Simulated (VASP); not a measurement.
Input of a VASP 6.6.1 run:

INCAR

```
  ALGO = Normal
  EDIFF = 1E-7
  ENCUT = 520
  GGA = PE
  ISIF = 2
  ISMEAR = 0
  LASPH = True
  LCHARG = False
  LREAL = False
  LWAVE = False
  NBANDS = 30
  NELM = 60
  PREC = Accurate
  SIGMA = 0.1
```

File KPOINTS:

```
k-points
0
Gamma
  12 12 14
```

File POSCAR:

```
Ti2BN3
1.0
    5.2722513651      0.0000000000      0.0000000000
   -2.6361256825      4.5659036173      0.0000000000
    0.0000000000      0.0000000000      2.7191768215
Ti B N
2 1 3
Direct
    0.3333333333      0.6666666667      0.0000000000
    0.6666666667      0.3333333333      0.0000000000
    0.0000000000      0.0000000000      0.0000000000
    0.5000000000      0.0000000000      0.5000000000
    0.5000000000      0.5000000000      0.5000000000
    0.0000000000      0.5000000000      0.5000000000
```

Potentials or basis: VASP PAW PBE potentials, release 64 (Ti_sv, B, N).

Command:

```bash
$ cat potpaw_PBE.64/Ti_sv/POTCAR potpaw_PBE.64/B/POTCAR potpaw_PBE.64/N/POTCAR > POTCAR
$ mpirun -np 1 vasp_std > vasp.out
```

(1) Estimate the band gap on the k mesh.

(2) Estimate the pressure.

## Answers

(1) zero (band 21 reaches 7.05 eV, above the bottom of band 22 at 5.80 eV).

(2) 0.3 GPa.
